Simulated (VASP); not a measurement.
**Al: single point with PBE+D3(BJ)**

Al, a slab with vacuum:

```
CELL_PARAMETERS angstrom
5.72757 0.00000 0.00000
4.29567 7.44032 0.00000
0.00000 0.00000 17.67654
ATOMIC_POSITIONS crystal
Al 0.16667 0.11111 0.05657
Al 0.66667 0.11111 0.05657
Al 0.16667 0.44444 0.05657
Al 0.66667 0.44444 0.05657
Al 0.16667 0.77778 0.05657
Al 0.66668 0.77778 0.05657
Al 0.88075 0.21353 0.21230
Al 0.35721 0.20745 0.19481
Al 0.79995 0.57323 0.18767
Al 0.28043 0.56343 0.20809
Al 0.84404 0.87546 0.19124
Al 0.35635 0.88636 0.18922
Al 0.98693 0.07027 0.35468
Al 0.47582 0.02004 0.35646
Al 0.05804 0.39060 0.33591
Al 0.51751 0.34591 0.36722
Al 0.01603 0.70103 0.36461
Al 0.51522 0.66855 0.39181
```

| Property | Result |
| --- | --- |
| Program | VASP 6.6.1 |
| Task | single point |
| Functional | PBE |
| Dispersion | D3(BJ) |
| Potentials or basis | VASP PAW PBE potentials, release 64 (Al) |
| Cutoff | 520 eV |
| k mesh | 3 × 2 × 1 |
| Occupations | fermi-dirac, width 0.05 eV |
| Spin | no spin polarisation |
| Dipole correction | no |
| Further INCAR settings | LREAL = Auto; ALGO = Normal; EDIFF = 1e-06; NBANDS = 42 |

```yaml
Largest_force: 1.355 eV/Å
Band_gap_on_the_k_mesh: zero (bands 27 and 28 overlap by 0.80 eV)
Dispersion_energy_per_atom: -0.209 eV
```

Forces on the atoms (eV/Å):
```
Al  -0.151  0.003  0.265
Al   0.213  0.074  0.411
Al   0.059  0.013  0.294
Al  -0.096 -0.057  0.485
Al   0.099 -0.012  0.157
Al  -0.029  0.015 -0.244
Al  -0.693  0.357 -0.341
Al   0.561  0.361  0.171
Al  -0.413 -0.925  0.439
Al   0.914 -0.592  0.259
Al   0.262  0.811  0.435
Al  -0.744  0.111  0.496
Al  -0.161 -0.761 -0.290
Al   0.501 -0.223 -0.576
Al  -1.178 -0.324 -0.586
Al   0.561  0.368 -0.415
Al  -0.053  0.578 -0.539
Al   0.349  0.203 -0.423
```

Levels at points of the mesh, in eV from the Fermi level:
| k point | band 24 | band 25 | band 26 | band 27 | band 28 | band 29 | band 30 | band 31 |
| --- | --- | --- | --- | --- | --- | --- | --- | --- |
| (0.00, 0.00, 0.00) | -0.88 | -0.76 | -0.68 | -0.41 | -0.04 | 0.20 | 0.41 | 0.66 |
| (0.00, 0.50, 0.00) | -1.19 | -1.01 | -0.79 | -0.66 | -0.62 | -0.16 | 0.03 | 0.13 |

Wall time 4.9 min on 1 thread of Intel(R) Xeon(R) Platinum 8124M CPU @ 3.00GHz (Skylake/Cascade Lake) (shared host), peak memory 0.76 GiB.

Caveat: the k points lie up to 0.42 Å⁻¹ apart, too coarse for converged energies and pressures of a metal; the atoms stand as in a frame of molecular dynamics; there is no dipole correction, which matters where the two faces differ.
